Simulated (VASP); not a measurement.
# O2C in VASP: single point with PBE+D3(BJ)

Aim: the single point of O2C with PBE+D3(BJ).

Program: VASP 6.6.1. These are calculated values, not measurements. Logs are shortened: lines on timing, memory, paths and dates and some standing lists are left out, and cuts for length are marked.

## Step 1: The cell of the first run

The cell holds a molecule in a box, 3 atoms: a = 9.296 Å, b = 9.296 Å, c = 25.219 Å, α = 90.00°, β = 90.00°, γ = 120.00°.

## Step 2: Single point, PBE+D3(BJ)

The input, INCAR:

```
SYSTEM = CO2
ALGO = Normal ; DIPOL = 0.5 0.5 0.628
EDIFF = 1E-6 ; ENCUT = 520
GGA = PE ; IDIPOL = 3
ISIF = 2 ; ISMEAR = 0
IVDW = 12 ; LASPH = .TRUE.
LCHARG = .FALSE. ; LDIPOL = .TRUE.
LREAL = .FALSE. ; LWAVE = .FALSE.
NBANDS = 15 ; NELM = 60
PREC = Accurate ; SIGMA = 0.1
```

The input, KPOINTS:

```
k-points
0
G
  3 3 1
  0 0 0
```

The input, POSCAR:

```
CO2
1.0
    9.2964173513      0.0000000000      0.0000000000
   -4.6482086756      8.0509335904      0.0000000000
    0.0000000000      0.0000000000     25.2190581139
O C
2 1
Direct
    0.1495654677      0.2991309354      0.6228553132
    0.0051178538      0.0102357076      0.6340130703
    0.0772747359      0.1545494719      0.6281772173
```

Potentials or basis: VASP PAW PBE potentials, release 64 (O, C).

Started as:

```bash
cat potpaw_PBE.64/O/POTCAR potpaw_PBE.64/C/POTCAR > POTCAR
mpirun -np 1 vasp_std > vasp.out
```

OUTCAR:

```text
SYSTEM = CO2
   EDIFF = 1E-6
   ENCUT = 520
   GGA = PE
   ISIF = 2
   ISMEAR = 0
   IVDW = 12
   LASPH = .TRUE.
   LREAL = .FALSE.
   NELM = 60
   PREC = Accurate
 IVDW          = 12

 ion  position               nearest neighbor table
   1  0.150  0.299  0.623-   3 1.17
   2  0.005  0.010  0.634-   3 1.17
   3  0.077  0.155  0.628-   2 1.17   1 1.17

  LATTYP: Found a hexagonal cell.
 ALAT       =     9.2964173513
 C/A-ratio  =     2.7127717228

  Lattice vectors:

 A1 = (   9.2964173513,   0.0000000000,   0.0000000000)
 A2 = (  -4.6482086756,   8.0509335904,   0.0000000000)
 A3 = (   0.0000000000,   0.0000000000,  25.2190581139)

Analysis of symmetry for initial positions (statically):
=====================================================================
 Subroutine PRICEL returns:
 Original cell was already a primitive cell.

 Routine SETGRP: Setting up the symmetry group for a
 hexagonal supercell.

 Subroutine GETGRP returns: Found  2 space group operations
 (whereof  2 operations were pure point group operations)
 out of a pool of 24 trial point group operations.

The static configuration has the point symmetry C_1h.

Analysis of symmetry for dynamics (positions and initial velocities):
=====================================================================
 Subroutine PRICEL returns:
 Original cell was already a primitive cell.

 Routine SETGRP: Setting up the symmetry group for a
 hexagonal supercell.

 Subroutine GETGRP returns: Found  2 space group operations
 (whereof  2 operations were pure point group operations)
 out of a pool of 24 trial point group operations.

The dynamic configuration has the point symmetry C_1h.

 Subroutine INISYM returns: Found  2 space group operations
 (whereof  2 operations are pure point group operations),
 and found     1 'primitive' translations

----------------------------------------------------------------------------------------

                                     Primitive cell

  volume of cell :    1887.5163

  direct lattice vectors                    reciprocal lattice vectors
     9.296417351  0.000000000  0.000000000     0.107568320  0.062104599  0.000000000
    -4.648208676  8.050933590  0.000000000     0.000000000  0.124209197  0.000000000
     0.000000000  0.000000000 25.219058114     0.000000000  0.000000000  0.039652551

  length of vectors
     9.296417351  9.296417351 25.219058114     0.124209197  0.124209197  0.039652551

  position of ions in fractional coordinates (direct lattice)
     0.149565468  0.299130935  0.622855313
     0.005117854  0.010235708  0.634013070
     0.077274736  0.154549472  0.628177217

  ion indices of the primitive-cell ions
   primitive index   ion index
                 1           1
                 2           2
                 3           3

----------------------------------------------------------------------------------------

 KPOINTS: k-points

Automatic generation of k-mesh.
 Grid dimensions read from file:
 generate k-points for:    3    3    1

 Generating k-lattice:

  Cartesian coordinates                     Fractional coordinates (reciprocal lattice)
     0.035856107  0.020701533  0.000000000     0.333333333  0.000000000  0.000000000
     0.000000000  0.041403066  0.000000000     0.000000000  0.333333333  0.000000000
     0.000000000  0.000000000  0.039652551     0.000000000  0.000000000  1.000000000

  Length of vectors
     0.041403066  0.041403066  0.039652551

  Shift w.r.t. Gamma in fractional coordinates (k-lattice)
     0.000000000  0.000000000  0.000000000

 Subroutine IBZKPT returns following result:
 ===========================================

 Found      4 irreducible k-points:

 Following reciprocal coordinates:
            Coordinates               Weight
  0.000000  0.000000  0.000000      1.000000
  0.333333 -0.000000  0.000000      4.000000
  0.000000  0.333333  0.000000      2.000000
  0.333333  0.333333  0.000000      2.000000
   k-points           NKPTS =      4   k-points in BZ     NKDIM =      4   number of bands    NBANDS=     15
   number of dos      NEDOS =    301   number of ions     NIONS =      3
   total plane-waves  NPLWV = 940800
   dimension x,y,z NGX =    70 NGY =   70 NGZ =  192
   dimension x,y,z NGXF=   140 NGYF=  140 NGZF=  384
   ions per type =               2   1
   NGX,Y,Z   is equivalent  to a cutoff of  12.52, 12.52, 12.66 a.u.
   NGXF,Y,Z  is equivalent  to a cutoff of  25.04, 25.04, 25.31 a.u.
 SYSTEM =  CO2
   PREC   = accura    normal or accurate (medium, high low for compatibility)
   ISTART =      0    job   : 0-new  1-cont  2-samecut
   ICHARG =      2    charge: 1-file 2-atom 10-const
   ISPIN  =      1    spin polarized calculation?
   LNONCOLLINEAR =      F non collinear calculations
   LSORBIT =      F    spin-orbit coupling
   LASPH  =      T    aspherical Exc in radial PAW
   ENCUT  =  520.0 eV  38.22 Ry    6.18 a.u.  17.29 17.29 46.89*2*pi/ulx,y,z
   NELM   =     60;   NELMIN=  2; NELMDL= -5     # of ELM steps
   EDIFF  = 0.1E-05   stopping-criterion for ELM
   LREAL  =      F    real-space projection
   EDIFFG = 0.1E-04   stopping-criterion for IOM
   NSW    =      0    number of steps for IOM
   IBRION =     -1    ionic relax: 0-MD 1-quasi-New 2-CG
   NFREE  =      0    steps in history (QN), initial steepest desc. (CG)
   ISIF   =      2    stress and relaxation
   ISYM   =      2    0-nonsym 1-usesym 2-fastsym
   POTIM  = 0.5000    time-step for ionic-motion
   TEBEG  =    0.0;   TEEND  =   0.0 temperature during run
   PSTRESS=    0.0 pullay stress
   NELECT =      16.0000    total number of electrons
   NUPDOWN=      -1.0000    fix difference up-down
   EMIN   =  10.00;   EMAX   =-10.00  energy-range for DOS
   EFERMI =   0.00;   METHOD = LEGACY
   ISMEAR =     0;   SIGMA  =   0.10  broadening in eV -4-tet -1-fermi 0-gaus
   EFERMI_NEDOS =   21; number of points for ismear=-14 and -15
   IALGO  =     38    algorithm
   IMIX   =      4    mixing-type and parameters
     AMIX     =   0.40;   BMIX     =  1.00
     AMIX_MAG =   1.60;   BMIX_MAG =  1.00
  volume/ion in A,a.u.               =     629.17      4245.86
  Fermi-wavevector in a.u.,A,eV,Ry     =   0.333799  0.630788  1.515982  0.111422
  Thomas-Fermi vector in A             =   1.231959
   LORBIT       =      0    0 simple, 1 ext, 2 COOP (PROOUT), +10 PAW based schemes
   GGA     = PE    functional components
   LHFCALC =     F    Hartree Fock is set to
   AEXX    =    0.0000 exact exchange contribution
   IVDW    =    12    specifies the selected vdW correction
   LEPSILON=     F    determine dielectric tensor
   LRPA    =     F    only Hartree local field effects (RPA)
 non-spin polarized calculation
 Gauss-broadening in eV      SIGMA  =   0.10
  energy-cutoff  :      520.00
  volume of cell :     1887.52
 maximum number of plane-waves:     50841
 NGX is ok and might be reduce to    70
   NGX = 35   NGY = 35   NGZ = 93

 dipolmoment           0.000000      0.000000     -0.000000 electrons x Angstroem

 number of electron      15.9999997 magnetization

 dipolmoment           0.000000      0.000000      0.002720 electrons x Angstroem

 Free energy of the ion-electron system (eV)
  ---------------------------------------------------
  ext. energy  EPLUGINS =         0.00000000
  ---------------------------------------------------
  free energy    TOTEN  =       -22.96373721 eV

  energy without entropy =      -22.96373721  energy(sigma->0) =      -22.96373721

 E-fermi :  -8.3947     XC(G=0):  -0.4022

 val. band max:       -8.9400230768   @ k =   0.0000   0.3333   0.0000
 cond. band min:      -0.9958039370   @ k =   0.0000   0.0000   0.0000
 fundamental gap:      7.9442191398
 Fermi energy:        -8.3947173323

 k-point     1 :       0.0000    0.0000    0.0000
  band No.  band energies     occupation
      1     -29.0796      2.00000
      2     -28.0696      2.00000
      3     -13.6261      2.00000
      4     -12.5472      2.00000
      5     -12.5467      2.00000
      6     -12.4644      2.00000
      7      -8.9405      2.00000
      8      -8.9402      2.00000
      9      -0.9958      0.00000
     10      -0.3927      0.00000
     11      -0.3881      0.00000
     12       0.1562      0.00000
     13       0.1967      0.00000
     14       0.7377      0.00000
     15       0.7946      0.00000

 k-point     2 :       0.3333   -0.0000    0.0000
  band No.  band energies     occupation
      1     -29.0796      2.00000
      2     -28.0696      2.00000
      3     -13.6260      2.00000
      4     -12.5472      2.00000
      5     -12.5467      2.00000
      6     -12.4644      2.00000
      7      -8.9405      2.00000
      8      -8.9401      2.00000
      9      -0.8706      0.00000
     10      -0.3925      0.00000
     11      -0.3901      0.00000
     12       0.3797      0.00000
     13       0.4462      0.00000
     14       0.5410      0.00000
     15       1.0207      0.00000

 k-point     3 :       0.0000    0.3333    0.0000
  band No.  band energies     occupation
      1     -29.0795      2.00000
      2     -28.0697      2.00000
      3     -13.6260      2.00000
      4     -12.5472      2.00000
      5     -12.5467      2.00000
      6     -12.4645      2.00000
      7      -8.9405      2.00000
      8      -8.9400      2.00000
      9      -0.8733      0.00000
     10      -0.3930      0.00000
     11      -0.3901      0.00000
     12       0.3813      0.00000
     13       0.4498      0.00000
     14       0.5590      0.00000
     15       1.0244      0.00000

 k-point     4 :       0.3333    0.3333    0.0000
  band No.  band energies     occupation
      1     -29.0795      2.00000
      2     -28.0696      2.00000
      3     -13.6260      2.00000
      4     -12.5472      2.00000
      5     -12.5467      2.00000
      6     -12.4645      2.00000
      7      -8.9405      2.00000
      8      -8.9400      2.00000
      9      -0.7931      0.00000
     10      -0.3946      0.00000
     11      -0.3873      0.00000
     12       0.5231      0.00000
     13       0.5564      0.00000
     14       0.8300      0.00000
     15       0.9216      0.00000

------------------------ aborting loop because EDIFF is reached ----------------------------------------

 vacuum level on the upper side and lower side of the slab       (xc-potential included)        -0.001        -0.007

 Edisp (eV)   -0.02605

 E8    (eV) :    -0.0078

  FORCE on cell =-STRESS in cart. coord.  units (eV):
  Direction    XX          YY          ZZ          XY          YZ          ZX
  --------------------------------------------------------------------------------------
  -------------------------------------------------------------------------------------
  Total      -0.06459     1.16848    -0.04887     0.00000    -0.15031    -0.00000
  in kB      -0.05482     0.99184    -0.04148     0.00000    -0.12759    -0.00000
  external pressure =        0.30 kB  Pullay stress =        0.00 kB

 VOLUME and BASIS-vectors are now :
 -----------------------------------------------------------------------------
  energy-cutoff  :      520.00
  volume of cell :     1887.52
      direct lattice vectors                 reciprocal lattice vectors
     9.296417351  0.000000000  0.000000000     0.107568320  0.062104599  0.000000000
    -4.648208676  8.050933590  0.000000000     0.000000000  0.124209197  0.000000000
     0.000000000  0.000000000 25.219058114     0.000000000  0.000000000  0.039652551

 POSITION                                       TOTAL-FORCE (eV/Angst)
 -----------------------------------------------------------------------------------
      0.00000      2.40828     15.70782         0.000000      0.509163     -0.102312
      0.00000      0.08241     15.98921        -0.000000     -0.572160      0.029200
     -0.00000      1.24427     15.84204         0.000000      0.062997      0.073112
 -----------------------------------------------------------------------------------
    total drift:                                0.000001      0.001166      0.000561

  FREE ENERGIE OF THE ION-ELECTRON SYSTEM (eV)
  ---------------------------------------------------
  free  energy   TOTEN  =       -22.9897917289 eV

  energy  without entropy=      -22.9897917289  energy(sigma->0) =      -22.98979173

 vacuum level on the upper side and lower side of the slab         0.112         0.105
```

Run time: 3.6 min. Hardware: 1 thread of AMD EPYC 7R13 (Zen 3), shared host; peak memory 1.6 GiB.

What came out:

- Free energy: -22.9898 eV
- Largest force: 0.573 eV/Å
- Gap between the frontier levels: 7.94 eV
- Dispersion energy per atom: -0.009 eV

Forces in eV/Å, atoms in the order of the input:
```
O    0.000  0.509 -0.102
O    0.000 -0.572  0.029
C    0.000  0.063  0.073
```

Levels at points of the mesh, in eV from the valence-band top:
| k point | band 5 | band 6 | band 7 | band 8 | band 9 | band 10 | band 11 | band 12 |
| --- | --- | --- | --- | --- | --- | --- | --- | --- |
| (0.00, 0.00, 0.00) | -3.61 | -3.52 | 0.00 | 0.00 | 7.94 | 8.55 | 8.55 | 9.10 |
